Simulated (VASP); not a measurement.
Ti:

```xyz
1
Lattice="0.0000 2.0668 2.0668 2.0668 0.0000 2.0668 2.0668 2.0668 0.0000" Properties=species:S:1:pos:R:3 pbc="T T T"
Ti    0.0000    0.0000    0.0000
```

* Program: VASP 6.6.1
* Task: relaxation of cell and atoms
* Functional: PBEsol
* Potentials or basis: VASP PAW PBE potentials, release 64 (Ti_sv)
* Cutoff: 600 eV
* k mesh: 13 × 13 × 13
* Occupations: fermi-dirac, width 0.1 eV
* Spin: no spin polarisation

At the start: pressure -5.9 GPa; volume 17.66 Å³/atom.

How do energy, volume and symmetry change on relaxing?

Over 3 steps the energy falls by 18.8 meV/atom and the volume is 16.68 Å³/atom (-5.6 %); space group Fm-3m (No. 225, to 0.05 Å).

Step by step:
```tsv
step	energy change (eV)	largest force (eV/Å)	pressure (GPa)	volume (Å³)
1	0.0000	0.0000	-5.85	17.66
2	-0.0103	0.0000	4.49	16.06
3	-0.0188	0.0000	0.01	16.68
```

Final structure:
```cif
data_structure
_symmetry_space_group_name_H-M 'P 1'
_symmetry_Int_Tables_number 1
_cell_length_a 2.8678
_cell_length_b 2.8678
_cell_length_c 2.8678
_cell_angle_alpha 60.000
_cell_angle_beta 60.000
_cell_angle_gamma 60.000
_cell_volume 16.68
loop_
_atom_site_label
_atom_site_type_symbol
_atom_site_fract_x
_atom_site_fract_y
_atom_site_fract_z
_atom_site_occupancy
Ti1 Ti 0.00000 0.00000 0.00000 1
```

Caveat: the PAW data sets were made with another functional, which shifts forces and pressure a little.
